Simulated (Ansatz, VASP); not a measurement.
Two plane-wave programs on Zn2Br3

```
CELL_PARAMETERS angstrom
8.01388 0.00000 0.00000
0.00000 8.01388 0.00000
0.00000 0.00000 4.75764
ATOMIC_POSITIONS crystal
Zn 0.21932 0.71932 0.00000
Zn 0.28068 0.21932 0.00000
Zn 0.78068 0.28068 0.00000
Zn 0.71932 0.78068 0.00000
Br 0.00000 0.00000 0.00000
Br 0.50000 0.50000 0.00000
Br 0.16171 0.66171 0.50000
Br 0.33829 0.16171 0.50000
Br 0.83829 0.33829 0.50000
Br 0.66171 0.83829 0.50000
```

Alike in both runs: functional PBE; k mesh 2 × 2 × 4; occupations gaussian, width 0.1 eV; no spin polarisation.

Ansatz relaxed the structure, and its values are those at the end. VASP's run is a single point on that final structure, the one shown.

|  | VASP | Ansatz |
| --- | --- | --- |
| version | VASP 6.6.1 | Ansatz 0.2.0 |
| potentials or method | VASP PAW PBE potentials, release 64 (Zn, Br), cutoff 520 eV | scalar-relativistic, plane waves, PAW |
| valence electrons in the cell | 90 | 90 |

```csv
,VASP,Ansatz,Ansatz less VASP
gap on the k mesh at the Fermi level (eV),none,none,-
pressure (GPa),0.2,0.2,-0.07
rms of the force components (eV/Å),0.007,0.010,+0.0032
```

A gap of «none» marks a metal or a gap that the smearing closes. The functional is the same, so the differences come from potentials, cutoffs and numerics.

The k mesh is coarse, so the values compare programs but aren't converged.
